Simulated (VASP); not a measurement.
# C (R-3m) in VASP: relaxation of cell and atoms with PBE

Aim: the relaxation of cell and atoms of C with PBE.

Program: VASP 6.6.1. These are calculated values, not measurements. Logs are shortened: lines on timing, memory, paths and dates and some standing lists are left out, and cuts for length are marked.

## 1. The cell of the first run

The structure is trigonal, space group R-3m (No. 166). The conventional cell has a = 2.456 Å, b = 2.456 Å, c = 10.041 Å, α = 90.00°, β = 90.00°, γ = 120.00°. Within 1.9 Å of C (site symmetry 3m) lie 3 C at 1.42 Å.

## 2. Relaxation of cell and atoms, PBE

The input, INCAR:

```
SYSTEM = C
PREC = Accurate
ENCUT = 910
EDIFF = 1E-7
ISMEAR = -1
SIGMA = 0.05
LREAL = .False.
LASPH = .True.
NELM = 120
ALGO = Normal
ISIF = 3
LWAVE = .False.
LCHARG = .False.
GGA = PE
IBRION = 2
NSW = 50
EDIFFG = -0.03
GGA_COMPAT = .False.
NELMIN = 4
```

The input, KPOINTS:

```
regular mesh
0
Gamma
  12 12 12
  0 0 0
```

The input, POSCAR:

```
C
1.0
    3.6350000000      0.0000000000      0.0000000000
    2.8052588632      2.3116547559      0.0000000000
    2.8052588632      1.0069144937      2.0808341868
C
2
Direct
    0.8360000000      0.8360000000      0.8360000000
    0.1640000000      0.1640000000      0.1640000000
```

Potentials or basis: VASP PAW PBE potentials, release 64 (C_h).

Started as:

```console
cat potpaw_PBE.64/C_h/POTCAR > POTCAR
mpirun -np 1 vasp_std > vasp.out
```

OUTCAR:

```text
SYSTEM = C
   PREC = Accurate
   ENCUT = 910
   EDIFF = 1E-7
   ISMEAR = -1
   LREAL = .False.
   LASPH = .True.
   NELM = 120
   ISIF = 3
   GGA = PE
   IBRION = 2
   NSW = 50
   EDIFFG = -0.03
   NELMIN = 4

 ion  position               nearest neighbor table
   1  0.836  0.836  0.836-   2 1.42   2 1.42   2 1.42
   2  0.164  0.164  0.164-   1 1.42   1 1.42   1 1.42

  LATTYP: Found a trigonal (rhomboedric) cell.
 ALAT       =     3.6350000000
 COS(alpha) =     0.7717355882

  Lattice vectors:

 A1 = (   3.6350000000,   0.0000000000,   0.0000000000)
 A2 = (   2.8052588632,   2.3116547559,   0.0000000000)
 A3 = (   2.8052588632,   1.0069144937,   2.0808341868)

Analysis of symmetry for initial positions (statically):
=====================================================================
 Subroutine PRICEL returns:
 Original cell was already a primitive cell.

 Routine SETGRP: Setting up the symmetry group for a
 trigonal (rhombohedral) supercell.

 Subroutine GETGRP returns: Found 12 space group operations
 (whereof 12 operations were pure point group operations)
 out of a pool of 12 trial point group operations.

The static configuration has the point symmetry D_3d.

Analysis of symmetry for dynamics (positions and initial velocities):
=====================================================================
 Subroutine PRICEL returns:
 Original cell was already a primitive cell.

 Routine SETGRP: Setting up the symmetry group for a
 trigonal (rhombohedral) supercell.

 Subroutine GETGRP returns: Found 12 space group operations
 (whereof 12 operations were pure point group operations)
 out of a pool of 12 trial point group operations.

The dynamic configuration has the point symmetry D_3d.

 Subroutine INISYM returns: Found 12 space group operations
 (whereof 12 operations are pure point group operations),
 and found     1 'primitive' translations

----------------------------------------------------------------------------------------

                                     Primitive cell

  volume of cell :      17.4850

  direct lattice vectors                    reciprocal lattice vectors
     3.635000000  0.000000000  0.000000000     0.275103164 -0.333845522 -0.209330324
     2.805258863  2.311654756  0.000000000     0.000000000  0.432590549 -0.209330324
     2.805258863  1.006914494  2.080834187     0.000000000  0.000000000  0.480576495

  length of vectors
     3.635000000  3.635000000  3.635000000     0.480576495  0.480576495  0.480576495

  position of ions in fractional coordinates (direct lattice)
     0.836000000  0.836000000  0.836000000
     0.164000000  0.164000000  0.164000000

  ion indices of the primitive-cell ions
   primitive index   ion index
                 1           1
                 2           2

----------------------------------------------------------------------------------------

 KPOINTS: regular mesh

Automatic generation of k-mesh.
 Grid dimensions read from file:
 generate k-points for:   12   12   12

 Generating k-lattice:

  Cartesian coordinates                     Fractional coordinates (reciprocal lattice)
     0.022925264 -0.027820460 -0.017444194     0.083333333  0.000000000  0.000000000
     0.000000000  0.036049212 -0.017444194     0.000000000  0.083333333  0.000000000
     0.000000000  0.000000000  0.040048041     0.000000000  0.000000000  0.083333333

  Length of vectors
     0.040048041  0.040048041  0.040048041

  Shift w.r.t. Gamma in fractional coordinates (k-lattice)
     0.000000000  0.000000000  0.000000000

 Subroutine IBZKPT returns following result:
 ===========================================

 Found    189 irreducible k-points:

 Following reciprocal coordinates:
            Coordinates               Weight
  0.000000  0.000000  0.000000      1.000000
  0.083333 -0.000000  0.000000      6.000000
  0.166667 -0.000000 -0.000000      6.000000
  0.250000 -0.000000 -0.000000      6.000000
  0.333333 -0.000000 -0.000000      6.000000
  0.416667 -0.000000 -0.000000      6.000000
[... 16 lines left out ...]
  0.500000  0.166667 -0.000000     12.000000
 -0.416667  0.166667  0.000000     12.000000
 [... further k-points ...]
   k-points           NKPTS =    189   k-points in BZ     NKDIM =    189   number of bands    NBANDS=      8
   number of dos      NEDOS =    301   number of ions     NIONS =      2
   total plane-waves  NPLWV =  46656
   dimension x,y,z NGX =    36 NGY =   36 NGZ =   36
   dimension x,y,z NGXF=    72 NGYF=   72 NGZF=   72
   ions per type =               2
   NGX,Y,Z   is equivalent  to a cutoff of  16.46, 16.46, 16.46 a.u.
   NGXF,Y,Z  is equivalent  to a cutoff of  32.93, 32.93, 32.93 a.u.
 SYSTEM =  C
   PREC   = accura    normal or accurate (medium, high low for compatibility)
   ISTART =      0    job   : 0-new  1-cont  2-samecut
   ICHARG =      2    charge: 1-file 2-atom 10-const
   ISPIN  =      1    spin polarized calculation?
   LNONCOLLINEAR =      F non collinear calculations
   LSORBIT =      F    spin-orbit coupling
   LASPH  =      T    aspherical Exc in radial PAW
   ENCUT  =  910.0 eV  66.88 Ry    8.18 a.u.   8.94  8.94  8.94*2*pi/ulx,y,z
   NELM   =    120;   NELMIN=  4; NELMDL= -5     # of ELM steps
   EDIFF  = 0.1E-06   stopping-criterion for ELM
   LREAL  =      F    real-space projection
   EDIFFG = -.3E-01   stopping-criterion for IOM
   NSW    =     50    number of steps for IOM
   IBRION =      2    ionic relax: 0-MD 1-quasi-New 2-CG
   NFREE  =      1    steps in history (QN), initial steepest desc. (CG)
   ISIF   =      3    stress and relaxation
   ISYM   =      2    0-nonsym 1-usesym 2-fastsym
   POTIM  = 0.5000    time-step for ionic-motion
   TEBEG  =    0.0;   TEEND  =   0.0 temperature during run
   PSTRESS=    0.0 pullay stress
   NELECT =       8.0000    total number of electrons
   NUPDOWN=      -1.0000    fix difference up-down
   EMIN   =  10.00;   EMAX   =-10.00  energy-range for DOS
   EFERMI =   0.00;   METHOD = LEGACY
   ISMEAR =    -1;   SIGMA  =   0.05  broadening in eV -4-tet -1-fermi 0-gaus
   EFERMI_NEDOS =   21; number of points for ismear=-14 and -15
   IALGO  =     38    algorithm
   IMIX   =      4    mixing-type and parameters
     AMIX     =   0.40;   BMIX     =  1.00
     AMIX_MAG =   1.60;   BMIX_MAG =  1.00
  volume/ion in A,a.u.               =       8.74        59.00
  Fermi-wavevector in a.u.,A,eV,Ry     =   1.261488  2.383867 21.651666  1.591353
  Thomas-Fermi vector in A             =   2.394945
   LORBIT       =      0    0 simple, 1 ext, 2 COOP (PROOUT), +10 PAW based schemes
   GGA     = PE    functional components
   LHFCALC =     F    Hartree Fock is set to
   AEXX    =    0.0000 exact exchange contribution
   IVDW    =     0    specifies the selected vdW correction
   LEPSILON=     F    determine dielectric tensor
   LRPA    =     F    only Hartree local field effects (RPA)
 conjugate gradient relaxation of ions
 non-spin polarized calculation
  energy-cutoff  :      910.00
  volume of cell :       17.48
 maximum number of plane-waves:      1112
   NGX = 17   NGY = 17   NGZ = 17

--------------------------------------- Ionic step        1  -------------------------------------------

 number of electron       8.0000000 magnetization

 Free energy of the ion-electron system (eV)
  ---------------------------------------------------
  ext. energy  EPLUGINS =         0.00000000
  ---------------------------------------------------
  free energy    TOTEN  =       -18.43177343 eV

  energy without entropy =      -18.43176203  energy(sigma->0) =      -18.43176773

------------------------ aborting loop because EDIFF is reached ----------------------------------------

  FORCE on cell =-STRESS in cart. coord.  units (eV):
  Direction    XX          YY          ZZ          XY          YZ          ZX
  --------------------------------------------------------------------------------------
  -------------------------------------------------------------------------------------
  Total        0.3184920      0.4836122      0.4984309     -0.0680331     -0.0153118     -0.0426586
  in kB       29.1839651     44.3142024     45.6720690     -6.2339853     -1.4030463     -3.9088802
  external PRESSURE =      39.7234122 kB  Pullay stress =       0.0000000 kB
[... 89 lines left out ...]
  FREE ENERGIE OF THE ION-ELECTRON SYSTEM (eV)
  ---------------------------------------------------
  free  energy   TOTEN  =       -18.4556435891 eV

  energy  without entropy=      -18.4556189657  energy(sigma->0) =      -18.45563128

 E-fermi :   5.1349     XC(G=0): -10.1535

 val. band max:        4.8700301636   @ k =  -0.3333   0.3333   0.0000
 cond. band min:       5.3986175530   @ k =  -0.3333   0.3333   0.0000
 fundamental gap:      0.5285873894
 Fermi energy:         5.1348890662

 k-point     1 :       0.0000    0.0000    0.0000
  band No.  band energies     occupation
      1     -14.5061      2.00000
      2      -1.6226      2.00000
      3       2.1067      2.00000
      4       2.1067      2.00000
      5       9.1265      0.00000
      6      13.5013      0.00000
      7      13.5013      0.00000
      8      16.5273      0.00000
[... 243 lines left out ...]
 k-point    24 :      -0.4167    0.1667    0.0000
  band No.  band energies     occupation
      1      -8.7557      2.00000
      2      -7.7323      2.00000
      3      -3.0696      2.00000
      4       3.6050      2.00000
      5       6.7318      0.00000
      6      15.2749      0.00000
      7      16.4547      0.00000
      8      17.4953      0.00000

 [... further k-points ...]

[... ionic steps 4 to 7 ...]

--------------------------------------- Ionic step        8  -------------------------------------------

 number of electron       8.0000000 magnetization

------------------------ aborting loop because EDIFF is reached ----------------------------------------
[... 67 lines left out ...]
--------------------------------------- Ionic step       10  -------------------------------------------

 number of electron       8.0000000 magnetization

 Free energy of the ion-electron system (eV)
  ---------------------------------------------------
  ext. energy  EPLUGINS =         0.00000000
  ---------------------------------------------------
  free energy    TOTEN  =       -18.46986685 eV

  energy without entropy =      -18.46962714  energy(sigma->0) =      -18.46974700

 E-fermi :   4.7071     XC(G=0):  -9.8307

 val. band max:        4.5070771218   @ k =  -0.3333   0.3333   0.0000
 cond. band min:       4.9065437881   @ k =  -0.3333   0.3333   0.0000
 fundamental gap:      0.3994666662
 Fermi energy:         4.7071440562

 k-point     1 :       0.0000    0.0000    0.0000
  band No.  band energies     occupation
      1     -14.8872      2.00000
      2      -2.2378      2.00000
      3       1.6664      2.00000
      4       1.6664      2.00000
      5       8.4165      0.00000
      6      13.0439      0.00000
      7      13.0439      0.00000
      8      16.0936      0.00000
[... 243 lines left out ...]
 k-point    24 :      -0.4167    0.1667    0.0000
  band No.  band energies     occupation
      1      -9.1714      2.00000
      2      -8.1471      2.00000
      3      -3.5075      2.00000
      4       3.1241      2.00000
      5       6.2729      0.00000
      6      14.7720      0.00000
      7      15.9557      0.00000
      8      16.8770      0.00000

 [... further k-points ...]

------------------------ aborting loop because EDIFF is reached ----------------------------------------

  FORCE on cell =-STRESS in cart. coord.  units (eV):
  Direction    XX          YY          ZZ          XY          YZ          ZX
  --------------------------------------------------------------------------------------
  -------------------------------------------------------------------------------------
  Total       -0.0052471     -0.0294112     -0.0315798      0.0099561      0.0022408      0.0062428
  in kB       -0.4382956     -2.4567418     -2.6378878      0.8316435      0.1871731      0.5214634
  external PRESSURE =      -1.8443084 kB  Pullay stress =       0.0000000 kB
[... 17 lines left out ...]
  FREE ENERGIE OF THE ION-ELECTRON SYSTEM (eV)
  ---------------------------------------------------
  free  energy   TOTEN  =       -18.4698668506 eV

  energy  without entropy=      -18.4696271441  energy(sigma->0) =      -18.46974700

 reached required accuracy - stopping structural energy minimisation
```

Wall time 12 min (1 thread of Intel Xeon Platinum 8259CL at 2.50GHz (Skylake/Cascade Lake), shared host); peak memory 0.22 GiB.

Results:

```
Free energy                           : -18.4699 eV
Relaxed volume                        : 9.59 Å³/atom
Relaxed cell                          : a = 3.911 Å, b = 3.911 Å, c = 3.911 Å, α = 36.75°, β = 36.75°, γ = 36.75°
Space group after relaxing (to 0.1 Å) : R-3m (No. 166)
Energy gained by relaxing             : 19.0 meV/atom
Ionic steps                           : 10
Pressure after relaxing               : -0.2 GPa
Largest force after relaxing          : 0.012 eV/Å
```

Forces in eV/Å, atoms in the order of the input:
```
C   -0.011 -0.004 -0.002
C    0.011  0.004  0.002
```

The path:
| step | energy change (eV) | largest force (eV/Å) | pressure (GPa) | volume (Å³) |
| --- | --- | --- | --- | --- |
| 1 | 0.0000 | 0.8598 | 3.97 | 17.48 |
| 2 | -0.0085 | 0.5195 | -5.89 | 18.04 |
| 3 | -0.0239 | 0.0934 | -1.57 | 17.79 |
| 4 | -0.0234 | 0.2260 | 4.78 | 17.66 |
| 5 | -0.0265 | 0.0616 | 1.46 | 17.73 |
| 6 | -0.0289 | 0.0492 | 1.31 | 17.87 |
| 7 | -0.0341 | 0.0117 | 0.94 | 18.29 |
| 8 | -0.0380 | 0.0646 | 0.25 | 19.14 |
| 9 | -0.0366 | 0.1670 | -1.68 | 19.33 |
| 10 | -0.0381 | 0.0115 | -0.18 | 19.18 |

Final structure:
```
C
1.0
     3.90943    0.09333    0.05852
     3.07639    2.41415    0.05852
     3.07639    1.10424    2.14760
C
2
Direct
  0.83340 0.83340 0.83340
  0.16660 0.16660 0.16660
```

Caveat: the cutoff is under 1.25 times the usual one of these potentials, so pressure, stress and relaxed cells hold a basis-set (Pulay) error; this functional lacks dispersion, which binds the layers, so the pressure and a relaxed spacing across them are unreliable.
